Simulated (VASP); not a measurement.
# LaAg2Ge2 (I4/mmm) in VASP: single point with LDA

Aim: the single point of LaAg2Ge2 with LDA.

Program: VASP 6.6.1. These are calculated values, not measurements. Logs are shortened: lines on timing, memory, paths and dates and some standing lists are left out, and cuts for length are marked.

## 1. The cell of the first run

Symmetry: I4/mmm, No. 139, tetragonal system. The conventional cell has a = 4.285 Å, b = 4.285 Å, c = 10.685 Å, α = 90.00°, β = 90.00°, γ = 90.00°. La (site symmetry 4/mmm) has 10 Ge at 3.26 to 4.13 Å and 8 Ag at 3.42 Å and 4 La at 4.29 Å within 4.3 Å. Ag (site symmetry -4m2) has 4 Ge at 2.59 Å and 4 Ag at 3.03 Å and 4 La at 3.42 Å within 3.5 Å. Ge (site symmetry 4mm) has 1 Ge at 2.43 Å and 4 Ag at 2.59 Å and 4 La at 3.26 Å within 3.3 Å.

## 2. Single point, LDA

INCAR

```
SYSTEM = LaAg2Ge2
ALGO = Normal ; EDIFF = 1E-6
ENCUT = 520 ; GGA = CA
ISIF = 2 ; ISMEAR = 0
LASPH = .TRUE. ; LCHARG = .FALSE.
LREAL = .FALSE. ; LWAVE = .FALSE.
NBANDS = 38 ; NELM = 100
PREC = Accurate ; SIGMA = 0.1
```

KPOINTS

```
k-points
0
G
  12 12 12
  0 0 0
```

POSCAR

```
LaAg2Ge2
1.0
   -2.1427103054      2.1427103054      5.3424925542
    2.1427103054     -2.1427103054      5.3424925542
    2.1427103054      2.1427103054     -5.3424925542
La Ag Ge
1 2 2
Direct
    0.0000000000      0.0000000000      0.0000000000
    0.7500000000      0.2500000000      0.5000000000
    0.2500000000      0.7500000000      0.5000000000
    0.3864158943      0.3864158943      0.0000000000
    0.6135841057      0.6135841057      0.0000000000
```

Potentials or basis: VASP PAW LDA potentials, release 64 (La, Ag, Ge_d).

Started as:

```sh
> cat potpaw_LDA.64/La/POTCAR potpaw_LDA.64/Ag/POTCAR potpaw_LDA.64/Ge_d/POTCAR > POTCAR
> mpirun -np 1 vasp_std > vasp.out
```

OUTCAR:

```text
SYSTEM = LaAg2Ge2
   EDIFF = 1E-6
   ENCUT = 520
   GGA = CA
   ISIF = 2
   ISMEAR = 0
   LASPH = .TRUE.
   LREAL = .FALSE.
   NELM = 100
   PREC = Accurate

 ion  position               nearest neighbor table
   1  0.000  0.000  0.000-   5 3.26   5 3.26   5 3.26   4 3.26   5 3.26   4 3.26   4 3.26   4 3.26
                             2 3.42   3 3.42   2 3.42   3 3.42   2 3.42   2 3.42   3 3.42   3 3.42
   2  0.750  0.250  0.500-   5 2.59   4 2.59   4 2.59   5 2.59   3 3.03   3 3.03   3 3.03   3 3.03
                             1 3.42   1 3.42   1 3.42   1 3.42
   3  0.250  0.750  0.500-   5 2.59   4 2.59   4 2.59   5 2.59   2 3.03   2 3.03   2 3.03   2 3.03
                             1 3.42   1 3.42   1 3.42   1 3.42
   4  0.386  0.386  0.000-   5 2.43   3 2.59   2 2.59   3 2.59   2 2.59   1 3.26   1 3.26   1 3.26
                             1 3.26
   5  0.614  0.614  0.000-   4 2.43   2 2.59   3 2.59   2 2.59   3 2.59   1 3.26   1 3.26   1 3.26
                             1 3.26

  LATTYP: Found a body centered tetragonal cell.
 ALAT       =     4.2854206108
 C/A-ratio  =     2.4933340455

  Lattice vectors:

 A1 = (  -2.1427103054,   2.1427103054,   5.3424925542)
 A2 = (   2.1427103054,  -2.1427103054,   5.3424925542)
 A3 = (   2.1427103054,   2.1427103054,  -5.3424925542)

Analysis of symmetry for initial positions (statically):
=====================================================================
 Subroutine PRICEL returns:
 Original cell was already a primitive cell.

 Routine SETGRP: Setting up the symmetry group for a
 body centered tetragonal supercell.

 Subroutine GETGRP returns: Found 16 space group operations
 (whereof 16 operations were pure point group operations)
 out of a pool of 16 trial point group operations.

The static configuration has the point symmetry D_4h.

Analysis of symmetry for dynamics (positions and initial velocities):
=====================================================================
 Subroutine PRICEL returns:
 Original cell was already a primitive cell.

 Routine SETGRP: Setting up the symmetry group for a
 body centered tetragonal supercell.

 Subroutine GETGRP returns: Found 16 space group operations
 (whereof 16 operations were pure point group operations)
 out of a pool of 16 trial point group operations.

The dynamic configuration has the point symmetry D_4h.

 Subroutine INISYM returns: Found 16 space group operations
 (whereof 16 operations are pure point group operations),
 and found     1 'primitive' translations

----------------------------------------------------------------------------------------

                                     Primitive cell

  volume of cell :      98.1140

  direct lattice vectors                    reciprocal lattice vectors
    -2.142710305  2.142710305  5.342492554     0.000000000  0.233349323  0.093589274
     2.142710305 -2.142710305  5.342492554     0.233349323  0.000000000  0.093589274
     2.142710305  2.142710305 -5.342492554     0.233349323  0.233349323  0.000000000

  length of vectors
     6.142038880  6.142038880  6.142038880     0.251417698  0.251417698  0.330005778

  position of ions in fractional coordinates (direct lattice)
     0.000000000  0.000000000  0.000000000
     0.750000000  0.250000000  0.500000000
     0.250000000  0.750000000  0.500000000
     0.386415894  0.386415894  0.000000000
     0.613584106  0.613584106  0.000000000

  ion indices of the primitive-cell ions
   primitive index   ion index
                 1           1
                 2           2
                 3           3
                 4           4
                 5           5

----------------------------------------------------------------------------------------

 KPOINTS: k-points

Automatic generation of k-mesh.
 Grid dimensions read from file:
 generate k-points for:   12   12   12

 Generating k-lattice:

  Cartesian coordinates                     Fractional coordinates (reciprocal lattice)
     0.000000000  0.019445777  0.007799106     0.083333333  0.000000000  0.000000000
     0.019445777  0.000000000  0.007799106     0.000000000  0.083333333  0.000000000
     0.019445777  0.019445777  0.000000000     0.000000000  0.000000000  0.083333333

  Length of vectors
     0.020951475  0.020951475  0.027500481

  Shift w.r.t. Gamma in fractional coordinates (k-lattice)
     0.000000000  0.000000000  0.000000000

 Subroutine IBZKPT returns following result:
 ===========================================

 Found    163 irreducible k-points:

 Following reciprocal coordinates:
            Coordinates               Weight
  0.000000  0.000000  0.000000      1.000000
  0.083333  0.000000 -0.000000      8.000000
  0.166667  0.000000 -0.000000      8.000000
  0.250000  0.000000 -0.000000      8.000000
  0.333333  0.000000 -0.000000      8.000000
  0.416667  0.000000 -0.000000      8.000000
[... 16 lines left out ...]
  0.500000  0.166667  0.000000     16.000000
 -0.416667  0.166667  0.000000     16.000000
 [... further k-points ...]
   k-points           NKPTS =    163   k-points in BZ     NKDIM =    163   number of bands    NBANDS=     38
   number of dos      NEDOS =    301   number of ions     NIONS =      5
   total plane-waves  NPLWV = 110592
   dimension x,y,z NGX =    48 NGY =   48 NGZ =   48
   dimension x,y,z NGXF=    96 NGYF=   96 NGZF=   96
   ions per type =               1   2   2
   NGX,Y,Z   is equivalent  to a cutoff of  12.99, 12.99, 12.99 a.u.
   NGXF,Y,Z  is equivalent  to a cutoff of  25.98, 25.98, 25.98 a.u.
 SYSTEM =  LaAg2Ge2
   PREC   = accura    normal or accurate (medium, high low for compatibility)
   ISTART =      0    job   : 0-new  1-cont  2-samecut
   ICHARG =      2    charge: 1-file 2-atom 10-const
   ISPIN  =      1    spin polarized calculation?
   LNONCOLLINEAR =      F non collinear calculations
   LSORBIT =      F    spin-orbit coupling
   LASPH  =      T    aspherical Exc in radial PAW
   ENCUT  =  520.0 eV  38.22 Ry    6.18 a.u.  11.42 11.42 11.42*2*pi/ulx,y,z
   NELM   =    100;   NELMIN=  2; NELMDL= -5     # of ELM steps
   EDIFF  = 0.1E-05   stopping-criterion for ELM
   LREAL  =      F    real-space projection
   EDIFFG = 0.1E-04   stopping-criterion for IOM
   NSW    =      0    number of steps for IOM
   IBRION =     -1    ionic relax: 0-MD 1-quasi-New 2-CG
   NFREE  =      0    steps in history (QN), initial steepest desc. (CG)
   ISIF   =      2    stress and relaxation
   ISYM   =      2    0-nonsym 1-usesym 2-fastsym
   POTIM  = 0.5000    time-step for ionic-motion
   TEBEG  =    0.0;   TEEND  =   0.0 temperature during run
   PSTRESS=    0.0 pullay stress
   NELECT =      61.0000    total number of electrons
   NUPDOWN=      -1.0000    fix difference up-down
   EMIN   =  10.00;   EMAX   =-10.00  energy-range for DOS
   EFERMI =   0.00;   METHOD = LEGACY
   ISMEAR =     0;   SIGMA  =   0.10  broadening in eV -4-tet -1-fermi 0-gaus
   EFERMI_NEDOS =   21; number of points for ismear=-14 and -15
   IALGO  =     38    algorithm
   IMIX   =      4    mixing-type and parameters
     AMIX     =   0.40;   BMIX     =  1.00
     AMIX_MAG =   1.60;   BMIX_MAG =  1.00
  volume/ion in A,a.u.               =      19.62       132.42
  Fermi-wavevector in a.u.,A,eV,Ry     =   1.397251  2.640422 26.562803  1.952311
  Thomas-Fermi vector in A             =   2.520526
   LORBIT       =      0    0 simple, 1 ext, 2 COOP (PROOUT), +10 PAW based schemes
   GGA     = CA    functional components
   LHFCALC =     F    Hartree Fock is set to
   AEXX    =    0.0000 exact exchange contribution
   IVDW    =     0    specifies the selected vdW correction
   LEPSILON=     F    determine dielectric tensor
   LRPA    =     F    only Hartree local field effects (RPA)
 non-spin polarized calculation
 Gauss-broadening in eV      SIGMA  =   0.10
  energy-cutoff  :      520.00
  volume of cell :       98.11
 maximum number of plane-waves:      2666
 NGX is ok and might be reduce to    48
   NGX = 23   NGY = 23   NGZ = 23

 number of electron      61.0000002 magnetization

 Free energy of the ion-electron system (eV)
  ---------------------------------------------------
  ext. energy  EPLUGINS =         0.00000000
  ---------------------------------------------------
  free energy    TOTEN  =       -26.17392903 eV

  energy without entropy =      -26.16810998  energy(sigma->0) =      -26.17101950

 E-fermi :   8.6352     XC(G=0): -11.7769

 val. band max:        8.6259862640   @ k =  -0.1667   0.5000   0.1667
 cond. band min:       8.6454026585   @ k =  -0.3333   0.4167   0.3333
 fundamental gap:      0.0194163945
 Fermi energy:         8.6351781916

 k-point     1 :       0.0000    0.0000    0.0000
  band No.  band energies     occupation
      1     -23.8845      2.00000
      2     -16.0335      2.00000
      3     -15.9368      2.00000
      4     -15.9368      2.00000
      5     -15.8466      2.00000
      6     -15.8426      2.00000
[... 30 lines left out ...]
     37      10.6473      0.00000
     38      11.2630      0.00000

 k-point     2 :       0.0833    0.0000   -0.0000
  band No.  band energies     occupation
      1     -23.8834      2.00000
      2     -16.0335      2.00000
      3     -15.9369      2.00000
      4     -15.9368      2.00000
      5     -15.8465      2.00000
      6     -15.8427      2.00000
[... 30 lines left out ...]
     37      10.6464      0.00000
     38      10.9302      0.00000

 k-point     3 :       0.1667    0.0000   -0.0000
  band No.  band energies     occupation
      1     -23.8804      2.00000
      2     -16.0334      2.00000
      3     -15.9370      2.00000
      4     -15.9368      2.00000
      5     -15.8464      2.00000
      6     -15.8430      2.00000
[... 30 lines left out ...]
     37      10.6449      0.00000
     38      10.7803      0.00000

 k-point     4 :       0.2500    0.0000   -0.0000
  band No.  band energies     occupation
      1     -23.8764      2.00000
      2     -16.0334      2.00000
      3     -15.9372      2.00000
      4     -15.9368      2.00000
      5     -15.8462      2.00000
      6     -15.8434      2.00000
[... 30 lines left out ...]
     37      10.6468      0.00000
     38      10.7209      0.00000
[... 703 lines left out ...]
      4     -15.9373      2.00000
      5     -15.8454      2.00000
      6     -15.8430      2.00000
[... 30 lines left out ...]
     37      10.6465      0.00000
     38      10.6707      0.00000

 k-point    23 :       0.5000    0.1667    0.0000
  band No.  band energies     occupation
      1     -23.8647      2.00000
      2     -16.0330      2.00000
      3     -15.9383      2.00000
      4     -15.9374      2.00000
      5     -15.8452      2.00000
      6     -15.8431      2.00000
[... 30 lines left out ...]
     37      10.6421      0.00000
     38      10.6700      0.00000

 k-point    24 :      -0.4167    0.1667    0.0000
  band No.  band energies     occupation
      1     -23.8658      2.00000
      2     -16.0330      2.00000
      3     -15.9381      2.00000
      4     -15.9374      2.00000
      5     -15.8451      2.00000
      6     -15.8432      2.00000
[... 30 lines left out ...]
     37      10.6460      0.00000
     38      10.6502      0.00000

 [... further k-points ...]
[... 5 lines left out ...]
  --------------------------------------------------------------------------------------
  -------------------------------------------------------------------------------------
  Total        0.0782520      0.0782520      0.1167569      0.0000000      0.0000000      0.0000000
  in kB        1.2778365      1.2778365      1.9066120      0.0000000      0.0000000      0.0000000
  external PRESSURE =       1.4874283 kB  Pullay stress =       0.0000000 kB

 VOLUME and BASIS-vectors are now :
 -----------------------------------------------------------------------------
  energy-cutoff  :      520.00
  volume of cell :       98.11
      direct lattice vectors                 reciprocal lattice vectors
    -2.142710305  2.142710305  5.342492554     0.000000000  0.233349323  0.093589274
     2.142710305 -2.142710305  5.342492554     0.233349323  0.000000000  0.093589274
     2.142710305  2.142710305 -5.342492554     0.233349323  0.233349323  0.000000000

 POSITION                                       TOTAL-FORCE (eV/Angst)
 -----------------------------------------------------------------------------------
      0.00000      0.00000      0.00000         0.000000      0.000000      0.000000
     -0.00000      2.14271      2.67125         0.000000      0.000000      0.000000
      2.14271     -0.00000      2.67125         0.000000      0.000000      0.000000
      0.00000      0.00000      4.12885         0.000000      0.000000      0.018894
      0.00000      0.00000      6.55614        -0.000000     -0.000000     -0.018894
 -----------------------------------------------------------------------------------
    total drift:                               -0.000000     -0.000000      0.000000

  FREE ENERGIE OF THE ION-ELECTRON SYSTEM (eV)
  ---------------------------------------------------
  free  energy   TOTEN  =       -26.1739290260 eV

  energy  without entropy=      -26.1681099753  energy(sigma->0) =      -26.17101950
```

Wall time 18 min (1 thread of Intel Xeon Platinum 8488C (Sapphire Rapids), shared host); peak memory 0.74 GiB.

Results:

```yaml
Free_energy: -26.1739 eV
Pressure: 0.1 GPa
Largest_force: 0.019 eV/Å
Band_gap_on_the_k_mesh: zero (an odd number of electrons rules out a gap without spin polarisation)
```

Forces in eV/Å, atoms in the order of the input:
```
La   0.000  0.000  0.000
Ag   0.000  0.000  0.000
Ag   0.000  0.000  0.000
Ge   0.000  0.000  0.019
Ge   0.000  0.000 -0.019
```

Caveat: spin-orbit coupling is left out, which moves the levels of the heavy elements.
